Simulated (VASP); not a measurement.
Wanted: the native input for a VASP 6.6.1 run.

```yaml
Task: single point
Functional: PBE
Potentials_or_basis: VASP PAW PBE potentials, release 64 (Tl_d)
Cutoff: 520 eV
k_mesh: 14 × 14 × 14
Occupations: gaussian, width 0.05 eV
Spin: no spin polarisation
Dipole_correction: no
Further_INCAR_settings: ALGO = Normal; EDIFF = 1e-06; NBANDS = 12
```

The structure of Tl lies in POSCAR:

```
Tl
1.0
    0.0000000000      2.4961490801      2.4961490801
    2.4961490801      0.0000000000      2.4961490801
    2.4961490801      2.4961490801      0.0000000000
Tl
1
Direct
    0.0000000000      0.0000000000      0.0000000000
```

One way to write it, as run:

INCAR

```
SYSTEM = Tl
ALGO = Normal
EDIFF = 1E-6
ENCUT = 520
GGA = PE
ISIF = 2
ISMEAR = 0
LASPH = .True.
LCHARG = .False.
LREAL = .False.
LWAVE = .False.
NBANDS = 12
NELM = 100
PREC = Accurate
SIGMA = 0.05
```

KPOINTS

```
k-points
0
Gamma
  14 14 14
  0 0 0
```

Potentials or basis: VASP PAW PBE potentials, release 64 (Tl_d).

Run with:

```sh
$ cat potpaw_PBE.64/Tl_d/POTCAR > POTCAR
$ mpirun -np 1 vasp_std > vasp.out
```

It gave:

```
Pressure : 0.0 GPa
```

Wall time 20 s on 1 thread of Intel(R) Xeon(R) Platinum 8488C (Sapphire Rapids) (shared host), peak memory 0.18 GiB.
